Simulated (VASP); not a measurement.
GaN, 12 atoms in the cell. It takes space group P6_3mc (No. 186, hexagonal). Conventional cell: a = 3.217 Å, b = 3.217 Å, c = 15.748 Å, α = 90.00°, β = 90.00°, γ = 120.00°. Ga (site symmetry 3m) has 4 N at 1.97 Å within 2.6 Å. Ga (site symmetry 3m) has 4 N at 1.97 Å within 2.6 Å. Within 2.6 Å of Ga (site symmetry 3m) lie 4 N at 1.97 Å. Within 2.6 Å of N (site symmetry 3m) lie 4 Ga at 1.97 Å. Within 2.6 Å of N (site symmetry 3m) lie 4 Ga at 1.97 Å. N (site symmetry 3m) has 4 Ga at 1.97 Å within 2.6 Å. 

| Property | Result |
| --- | --- |
| Program | VASP 6.6.1 |
| Task | relaxation of cell and atoms |
| Functional | PBE |
| Potentials or basis | VASP PAW PBE potentials, release 64 (Ga_d, N) |
| Cutoff | 600 eV |
| k mesh | 12 × 12 × 2 |
| Occupations | gaussian, width 0.01 eV |
| Spin | no spin polarisation |
| Dipole correction | no |
| Further INCAR settings | ALGO = Normal; EDIFF = 1e-06; IBRION = 2; EDIFFG = -0.001; NSW = 80; ISIF = 3 |

Potentials or basis: VASP PAW PBE potentials, release 64 (Ga_d, N).

The run is started by

```console
$ cat potpaw_PBE.64/Ga_d/POTCAR potpaw_PBE.64/N/POTCAR > POTCAR
$ mpirun -np 4 vasp_std > vasp.out
```

Hardware: 4 MPI ranks on Intel(R) Xeon(R) Platinum 8259CL CPU @ 2.50GHz (Skylake/Cascade Lake), with other jobs on the host.

Question: How long does it take, and how much memory?

Answer: It took 12 min on 4 MPI ranks on Intel(R) Xeon(R) Platinum 8259CL CPU @ 2.50GHz (Skylake/Cascade Lake), with other jobs on the host, peak memory 0.51 GiB a rank. Counts: scf iterations 53, k points 38, ion steps 16.
